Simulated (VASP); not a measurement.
A run of VASP 6.6.1 is set up as follows.

File INCAR:

```
PREC = Accurate ; ENCUT = 500
EDIFF = 1E-6 ; ISMEAR = 0
SIGMA = 0.2 ; LREAL = F
LASPH = T ; NELM = 200
ALGO = Normal ; ISIF = 2
LWAVE = F ; LCHARG = F
GGA = PE ; NBANDS = 35
GGA_COMPAT = F ; LMAXMIX = 6
```

Contents of KPOINTS:

```
Automatic mesh
0
Gamma
  3 3 4
```

File POSCAR:

```
NdTl2P3
1.0
    6.3992038991      0.0000000000      0.0000000000
   -3.1996019496      5.5418731406      0.0000000000
    0.0000000000      0.0000000000      5.2689986146
Nd Tl P
1 2 3
Direct
    0.3333333333      0.6666666667      0.0000000000
    0.6666666667      0.3333333333      0.5000000000
    0.0000000000      0.0000000000      0.0000000000
    0.2163567317      0.7836432683      0.5000000000
    0.2163567317      0.4327134634      0.5000000000
    0.5672865366      0.7836432683      0.5000000000
```

Potentials or basis: VASP PAW PBE potentials, release 64 (Nd_3, Tl_d, P), 4f in core.

The run is started by

```bash
$ cat potpaw_PBE.64/Nd_3/POTCAR potpaw_PBE.64/Tl_d/POTCAR potpaw_PBE.64/P/POTCAR > POTCAR
$ mpirun -np 1 vasp_std > vasp.out
```

Problem. What does it give for the band gap on the k mesh?

Solution. Zero (bands 26 and 27 overlap by 0.93 eV).

Problem. What does it give for the pressure?

Solution. -0.2 GPa.

Problem. Predict the largest force.

Solution. 0.095 eV/Å.

Forces in eV/Å, atoms in the order of the input:
```
Nd   0.000  0.000  0.000
Tl   0.000  0.000  0.000
Tl   0.000  0.000  0.000
P    0.083 -0.048  0.000
P    0.000  0.095  0.000
P   -0.083 -0.048  0.000
```

Caveat: the k points lie up to 0.38 Å⁻¹ apart, too coarse for converged energies and pressures of a metal; spin-orbit coupling is left out, which moves the levels of the heavy elements; the 4f electrons are frozen in the core, so they carry no moment and show no levels. Spin polarisation is off, so any magnetic state and its effect on volume and gap are missing.
